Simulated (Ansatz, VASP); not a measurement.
**RbCl in VASP and in Ansatz**

Contents of INCAR:

```
SYSTEM = RbCl
PREC = Accurate ; ENCUT = 500
EDIFF = 1E-6 ; ISMEAR = -1
SIGMA = 0.05 ; LREAL = .FALSE.
LASPH = .TRUE. ; NELM = 120
ALGO = Normal ; ISIF = 2
LWAVE = .FALSE. ; LCHARG = .FALSE.
GGA = PE ; NBANDS = 15
GGA_COMPAT = .FALSE.
```

Contents of KPOINTS:

```
Automatic mesh
0
G
  10 10 10
  0 0 0
```

File POSCAR:

```
RbCl
1.0
    0.0000000000      3.4038725837      3.4038725837
    3.4038725837      0.0000000000      3.4038725837
    3.4038725837      3.4038725837      0.0000000000
Rb Cl
1 1
Direct
    0.0000000000      0.0000000000      0.0000000000
    0.5000000000      0.5000000000      0.5000000000
```

Input for Ansatz:

```yaml
crystal:
  lattice:
    - [0.0, 3.4038725837, 3.4038725837]
    - [3.4038725837, 0.0, 3.4038725837]
    - [3.4038725837, 3.4038725837, 0.0]
  atoms:
    - { symbol: Rb, position: [0.0, 0.0, 0.0] }
    - { symbol: Cl, position: [0.5, 0.5, 0.5] }
kpoints:
  mp_grid: { grid: [10, 10, 10] }
scf:
  occupations: { method: fermi_dirac, width: 0.05 }
hamiltonian:
  xc: pbe
  pseudopotentials: { kind: all_electron, lapw: { basis_error: 0.001 } }
output:
  forces: true
  stress: true
  eigenvalues: true
```

Change from the starting cell: volume scaled by 1.05.

Alike in both runs: task single point; functional PBE; k mesh 10 × 10 × 10; occupations fermi-dirac, width 0.05 eV; no spin polarisation.

|  | VASP | Ansatz |
| --- | --- | --- |
| version | VASP 6.6.1 | Ansatz 0.2.0 |
| potentials or method | VASP PAW PBE potentials, release 64 (Rb_sv, Cl), cutoff 500 eV | all-electron LAPW, scalar-relativistic |

```tsv
	VASP	Ansatz	Ansatz less VASP
gap on the k mesh at the Fermi level (eV)	4.69	4.69	+0.002
pressure (GPa)	-0.6	-0.6	+0.01
```

Ansatz ran all-electron here, and VASP with PAW potentials.
